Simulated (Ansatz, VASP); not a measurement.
## Two plane-wave programs on BaTiO3

```
Ba Ti O
1.0
     4.00600    0.00000    0.00000
     0.00000    4.00600    0.00000
     0.00000    0.00000    4.00600
Ba Ti O
1 1 3
Cartesian
  2.0030 2.0030 2.0030
  0.0000 0.0000 0.0000
  2.0030 0.0000 0.0000
  0.0000 2.0030 0.0000
  0.0000 0.0000 2.0030
```

Alike in both runs: task single point; functional PBE; k mesh 4 × 4 × 4; no spin polarisation; Hubbard terms Ti d U = 4.0 eV.

```csv
,VASP,Ansatz
version,VASP 6.6.1,Ansatz 0.2.0
potentials or method,"VASP PAW PBE potentials, release 64 (Ba_sv, Ti_sv, O), cutoff 520 eV","plane waves, PAW"
occupations,"gaussian, width 0.01 eV",fixed
valence electrons in the cell,40,40
```

VASP gave:

| Item | Value |
| --- | --- |
| gap on the k mesh at the Fermi level (eV) | 2.19 |

**Question.** What did Ansatz give for the same quantities?

**Answer.** gap on the k mesh at the Fermi level (eV): 2.23.

The programs project onto different local orbitals, so the same U acts differently, and such runs can settle in different states.

Neither program's run includes spin-orbit coupling.
